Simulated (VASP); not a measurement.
# SiC: single point with r2SCAN

SiC:

```
Si C
1.0
     9.23420    0.00000    0.00000
     0.00000   10.66274    0.00000
     0.00000    0.00000   10.07595
Si C
48 48
Direct
  0.00000 0.00000 0.49984
  0.33333 0.00000 0.49984
  0.16667 0.25000 0.49984
  0.00000 0.50000 0.49984
  0.66667 0.00000 0.49984
  0.50000 0.25000 0.49984
  0.33333 0.50000 0.49984
  0.16667 0.75000 0.49984
  0.83333 0.25000 0.49984
  0.66667 0.50000 0.49984
  0.50000 0.75000 0.49984
  0.83333 0.75000 0.49984
  0.00000 0.16667 0.24991
  0.33333 0.16667 0.24991
  0.16667 0.41667 0.24991
  0.00000 0.66667 0.24991
  0.66667 0.16667 0.24991
  0.50000 0.41667 0.24991
  0.33333 0.66667 0.24991
  0.16667 0.91667 0.24991
  0.83333 0.41667 0.24991
  0.66667 0.66667 0.24991
  0.50000 0.91667 0.24991
  0.83333 0.91667 0.24991
  0.16667 0.08333 0.74991
  0.00000 0.33333 0.74991
  0.50000 0.08333 0.74991
  0.33333 0.33333 0.74991
  0.16667 0.58333 0.74991
  0.00000 0.83333 0.74991
  0.83333 0.08333 0.74991
  0.66667 0.33333 0.74991
  0.50000 0.58333 0.74991
  0.33333 0.83333 0.74991
  0.83333 0.58333 0.74991
  0.66667 0.83333 0.74991
  0.00000 0.00000 0.99984
  0.33333 0.00000 0.99984
  0.16667 0.25000 0.99984
  0.00000 0.50000 0.99984
  0.66667 0.00000 0.99984
  0.50000 0.25000 0.99984
  0.33333 0.50000 0.99984
  0.16667 0.75000 0.99984
  0.83333 0.25000 0.99984
  0.66667 0.50000 0.99984
  0.50000 0.75000 0.99984
  0.83333 0.75000 0.99984
  0.00000 0.00000 0.18730
  0.33333 0.00000 0.18730
  0.16667 0.25000 0.18730
  0.00000 0.50000 0.18730
  0.66667 0.00000 0.18730
  0.50000 0.25000 0.18730
  0.33333 0.50000 0.18730
  0.16667 0.75000 0.18730
  0.83333 0.25000 0.18730
  0.66667 0.50000 0.18730
  0.50000 0.75000 0.18730
  0.83333 0.75000 0.18730
  0.00000 0.00000 0.68730
  0.33333 0.00000 0.68730
  0.16667 0.25000 0.68730
  0.00000 0.50000 0.68730
  0.66667 0.00000 0.68730
  0.50000 0.25000 0.68730
  0.33333 0.50000 0.68730
  0.16667 0.75000 0.68730
  0.83333 0.25000 0.68730
  0.66667 0.50000 0.68730
  0.50000 0.75000 0.68730
  0.83333 0.75000 0.68730
  0.00000 0.16667 0.43794
  0.33333 0.16667 0.43794
  0.16667 0.41667 0.43794
  0.00000 0.66667 0.43794
  0.66667 0.16667 0.43794
  0.50000 0.41667 0.43794
  0.33333 0.66667 0.43794
  0.16667 0.91667 0.43794
  0.83333 0.41667 0.43794
  0.66667 0.66667 0.43794
  0.50000 0.91667 0.43794
  0.83333 0.91667 0.43794
  0.16667 0.08333 0.93795
  0.00000 0.33333 0.93795
  0.50000 0.08333 0.93795
  0.33333 0.33333 0.93795
  0.16667 0.58333 0.93795
  0.00000 0.83333 0.93795
  0.83333 0.08333 0.93795
  0.66667 0.33333 0.93795
  0.50000 0.58333 0.93795
  0.33333 0.83333 0.93795
  0.83333 0.58333 0.93795
  0.66667 0.83333 0.93795
```

```yaml
Program: VASP 6.6.1
Task: single point
Functional: r2SCAN
Potentials_or_basis: VASP PAW PBE potentials, release 64 (Si, C)
Cutoff: 520 eV
k_mesh: 1 × 1 × 1, shifted
Occupations: fermi-dirac, width 0.05 eV
Spin: no spin polarisation
```

```json
{
 "Pressure": "-0.2 GPa",
 "Largest force": "0.010 eV/Å",
 "Band gap on the k mesh": "3.22 eV"
}
```

Forces on the atoms (eV/Å):
```
Si   0.000  0.002  0.006
Si  -0.002  0.001  0.007
Si   0.002  0.001  0.007
Si   0.000  0.002  0.006
Si   0.002  0.001  0.007
Si   0.000  0.002  0.006
Si  -0.002  0.001  0.007
Si   0.002  0.001  0.007
Si  -0.002  0.001  0.007
Si   0.002  0.001  0.007
Si   0.000  0.002  0.006
Si  -0.002  0.001  0.007
Si   0.000 -0.001  0.000
Si   0.003 -0.001  0.001
Si  -0.003 -0.001  0.001
Si   0.000 -0.001  0.000
Si  -0.003 -0.001  0.001
Si   0.000 -0.001  0.000
Si   0.003 -0.001  0.001
Si  -0.003 -0.001  0.001
Si   0.003 -0.001  0.001
Si  -0.003 -0.001  0.001
Si   0.000 -0.001  0.000
Si   0.003 -0.001  0.001
Si  -0.003  0.001  0.001
Si   0.000  0.001  0.000
Si   0.000  0.001  0.000
Si   0.003  0.001  0.001
Si  -0.003  0.001  0.001
Si   0.000  0.001  0.000
Si   0.003  0.001  0.001
Si  -0.003  0.001  0.001
Si   0.000  0.001  0.000
Si   0.003  0.001  0.001
Si   0.003  0.001  0.001
Si  -0.003  0.001  0.001
Si   0.000 -0.002  0.006
Si  -0.002 -0.001  0.007
Si   0.002 -0.001  0.007
Si   0.000 -0.002  0.006
Si   0.002 -0.001  0.007
Si   0.000 -0.002  0.006
Si  -0.002 -0.001  0.007
Si   0.002 -0.001  0.007
Si  -0.002 -0.001  0.007
Si   0.002 -0.001  0.007
Si   0.000 -0.002  0.006
Si  -0.002 -0.001  0.007
C    0.000  0.001 -0.010
C    0.002  0.001 -0.006
C   -0.002  0.001 -0.006
C    0.000  0.001 -0.010
C   -0.002  0.001 -0.006
C    0.000  0.001 -0.010
C    0.002  0.001 -0.006
C   -0.002  0.001 -0.006
C    0.002  0.001 -0.006
C   -0.002  0.001 -0.006
C    0.000  0.001 -0.010
C    0.002  0.001 -0.006
C    0.000 -0.001 -0.010
C    0.002 -0.001 -0.006
C   -0.002 -0.001 -0.006
C    0.000 -0.001 -0.010
C   -0.002 -0.001 -0.006
C    0.000 -0.001 -0.010
C    0.002 -0.001 -0.006
C   -0.002 -0.001 -0.006
C    0.002 -0.001 -0.006
C   -0.002 -0.001 -0.006
C    0.000 -0.001 -0.010
C    0.002 -0.001 -0.006
C    0.000  0.003  0.000
C    0.000 -0.003  0.000
C    0.000 -0.003  0.000
C    0.000  0.003  0.000
C    0.000 -0.003  0.000
C    0.000  0.003  0.000
C    0.000 -0.003  0.000
C    0.000 -0.003  0.000
C    0.000 -0.003  0.000
C    0.000 -0.003  0.000
C    0.000  0.003  0.000
C    0.000 -0.003  0.000
C    0.000  0.003  0.000
C    0.000 -0.003  0.000
C    0.000 -0.003  0.000
C    0.000  0.003  0.000
C    0.000  0.003  0.000
C    0.000 -0.003  0.000
C    0.000  0.003  0.000
C    0.000  0.003  0.000
C    0.000 -0.003  0.000
C    0.000  0.003  0.000
C    0.000  0.003  0.000
C    0.000  0.003  0.000
```

Stress tensor (GPa, compression positive):
```
-0.38  0.00  0.00
 0.00 -0.22  0.00
 0.00  0.00 -0.15
```

Levels at points of the mesh, in eV from the valence-band top:
```
           k point  band 189  band 190  band 191  band 192  band 193  band 194  band 195  band 196
(0.25, 0.25, 0.25)     -0.46     -0.41     -0.20      0.00      3.22      3.36      3.46      3.53
```

Run time: 72 min on 1 thread of AMD EPYC 9R14 (Zen 4), with other jobs on the host, peak memory 1.3 GiB.

Caveat: the PAW data sets were made with another functional, which shifts forces and pressure a little; a shifted mesh leaves out Γ, where band edges can lie. A k mesh can miss the band edges.
